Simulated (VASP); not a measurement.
Here is a VASP 6.6.1 calculation.

INCAR

```
PREC = Accurate
ENCUT = 520
EDIFF = 1E-6
ISMEAR = -1
SIGMA = 0.02
LREAL = Auto
LASPH = T
NELM = 80
ALGO = Normal
ISIF = 2
LWAVE = F
LCHARG = F
GGA = PE
NBANDS = 48
```

File KPOINTS:

```
Automatic mesh
0
Gamma
  2 2 2
```

Contents of POSCAR:

```
Si
1.0
    0.0000000000      5.4300000000      5.4300000000
    5.4300000000      0.0000000000      5.4300000000
    5.4300000000      5.4300000000      0.0000000000
Si
17
Direct
    0.0020861667      0.0020794382      0.0021259197
    0.1251837031      0.1253730787      0.1242791264
    0.0024307426      0.0024228388      0.4927149537
    0.1281328893      0.1281110439      0.6217662191
    0.0020063593      0.4939421090      0.0020447466
    0.1280520394      0.6219245144      0.1281525937
   -0.0011491964      0.5003662576      0.5004077484
    0.1281164152      0.6220212098      0.6217438113
    0.4937302796      0.0020720629      0.0021183393
    0.6218988653      0.1280424616      0.1281647752
    0.5003862531     -0.0011928551      0.5004195338
    0.6219927572      0.1281094338      0.6217643160
    0.5003159237      0.5003076878     -0.0009404331
    0.6218734172      0.6219222050      0.1281514031
    0.5003730880      0.5003650156      0.5004065908
    0.6249598268      0.6249182262      0.6251576958
    0.8752346700      0.8754657720      0.8740888603
```

Potentials or basis: VASP PAW PBE potentials, release 64 (Si).

Launch:

```bash
$ cat potpaw_PBE.64/Si/POTCAR > POTCAR
$ mpirun -np 1 vasp_std > vasp.out
```

(1) Predict the pressure.

(2) Estimate the largest force.

## Answers

(1) 5.3 GPa.

(2) 0.031 eV/Å.

Caveat: the k points lie up to 0.50 Å⁻¹ apart.
